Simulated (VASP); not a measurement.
Wanted: the native input for a VASP 6.6.1 run.

```yaml
Task: relaxation of cell and atoms
Functional: PBE
Potentials_or_basis: VASP PAW PBE potentials, release 64 (Hf_pv, B)
Cutoff: 600 eV
k_mesh: 10 × 10 × 10
Occupations: gaussian, width 0.1 eV
Spin: no spin polarisation
Dipole_correction: no
Further_INCAR_settings: ALGO = Normal; EDIFF = 1e-06; IBRION = 2; EDIFFG = -0.01; NSW = 100; ISIF = 3
```

The structure of Hf3B5 lies in POSCAR:

```
Hf3B5
1.0
   -2.8669309800      2.8669309800      2.8669309800
    2.8669309800     -2.8669309800      2.8669309800
    2.8669309800      2.8669309800     -2.8669309800
Hf B
3 5
Direct
    0.0000000000      0.5000000000      0.5000000000
    0.5000000000      0.5000000000      0.0000000000
    0.5000000000      0.0000000000      0.5000000000
    0.0000000000      0.0000000000      0.0000000000
    0.0000000000      0.0000000000      0.5000000000
    0.0000000000      0.5000000000      0.0000000000
    0.5000000000      0.0000000000      0.0000000000
    0.5000000000      0.5000000000      0.5000000000
```

The cell was generated, and may not be a known phase.

The input as run:

INCAR

```
ALGO = Normal
EDIFF = 1E-6
EDIFFG = -0.01
ENCUT = 600
GGA = PE
IBRION = 2
ISIF = 3
ISMEAR = 0
LASPH = True
LCHARG = False
LREAL = False
LWAVE = False
NELM = 60
NSW = 100
PREC = Accurate
SIGMA = 0.1
```

KPOINTS

```
k-points
0
Gamma
  10 10 10
```

Potentials or basis: VASP PAW PBE potentials, release 64 (Hf_pv, B).

Launch:

```bash
$ cat potpaw_PBE.64/Hf_pv/POTCAR potpaw_PBE.64/B/POTCAR > POTCAR
$ mpirun -np 1 vasp_std > vasp.out
```

It gave:

- Relaxed volume: 12.00 Å³/atom
- Relaxed cell: a = 4.995 Å, b = 4.995 Å, c = 4.995 Å, α = 109.47°, β = 109.47°, γ = 109.47°
- Space group after relaxing (to 0.1 Å): Im-3m (No. 229)
- Energy gained by relaxing: 2.1 meV/atom
- Ionic steps: 3
- Pressure after relaxing: 0.0 GPa
- Band gap on the k mesh: zero (an odd number of electrons rules out a gap without spin polarisation)

Caveat: spin-orbit coupling is left out, which moves the levels of the heavy elements.

Wall time 7.4 min on 1 thread of Intel Xeon 8259CL (shared host), peak memory 0.33 GiB.
